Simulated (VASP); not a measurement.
Wanted: the native input for a VASP 6.6.1 run.

```
Task                   : relaxation of cell and atoms
Functional             : PBEsol
Potentials or basis    : VASP PAW PBE potentials, release 64 (Sc_sv)
Cutoff                 : 600 eV
k mesh                 : 9 × 9 × 5
Occupations            : fermi-dirac, width 0.05 eV
Spin                   : no spin polarisation
Target pressure        : 30 GPa
Dipole correction      : no
Further INCAR settings : ALGO = Normal; EDIFF = 1e-06; IBRION = 2; EDIFFG = -0.01; NSW = 60; ISIF = 3
```

The structure of Sc lies in POSCAR:

```
Sc
1.0
    3.3090000000      0.0000000000      0.0000000000
   -1.6545000000      2.8656780611      0.0000000000
    0.0000000000      0.0000000000      5.2733000000
Sc
2
Direct
    0.6666666667      0.3333333333      0.7500000000
    0.3333333333      0.6666666667      0.2500000000
```

One way to write it, as run:

INCAR

```
SYSTEM = Sc
PREC = Accurate
ENCUT = 600
EDIFF = 1E-6
ISMEAR = -1
SIGMA = 0.05
LREAL = .FALSE.
LASPH = .TRUE.
NELM = 100
ALGO = Normal
ISIF = 3
LWAVE = .FALSE.
LCHARG = .FALSE.
GGA = PS
IBRION = 2
NSW = 60
EDIFFG = -0.01
PSTRESS = 300.0
```

KPOINTS

```
regular mesh
0
G
  9 9 5
  0 0 0
```

Potentials or basis: VASP PAW PBE potentials, release 64 (Sc_sv).

Command:

```sh
$ cat potpaw_PBE.64/Sc_sv/POTCAR > POTCAR
$ mpirun -np 1 vasp_std > vasp.out
```

Results of the run:

```
Relaxed volume                                             : 17.13 Å³/atom
Relaxed cell                                               : a = 2.938 Å, b = 2.938 Å, c = 4.584 Å, α = 90.00°, β = 90.00°, γ = 120.00°
Space group after relaxing (to 0.1 Å)                      : P6_3/mmc (No. 194)
Energy change on relaxing (the run minimises the enthalpy) : +487.1 meV/atom
Ionic steps                                                : 9
Pressure after relaxing                                    : 30.0 GPa
Band gap on the k mesh                                     : zero (bands 11 and 12 overlap by 2.56 eV)
```

Caveat: the cell is relaxed towards a set pressure, so the run minimises the enthalpy, not the energy; the volume moved by over 15 % at a fixed basis, so the end points are rough; the PAW data sets were made with another functional, which shifts forces and pressure a little.

Wall time 2.3 min on 1 thread of AMD EPYC 7R13 Processor (Zen 3), on a shared host, peak memory 0.17 GiB.
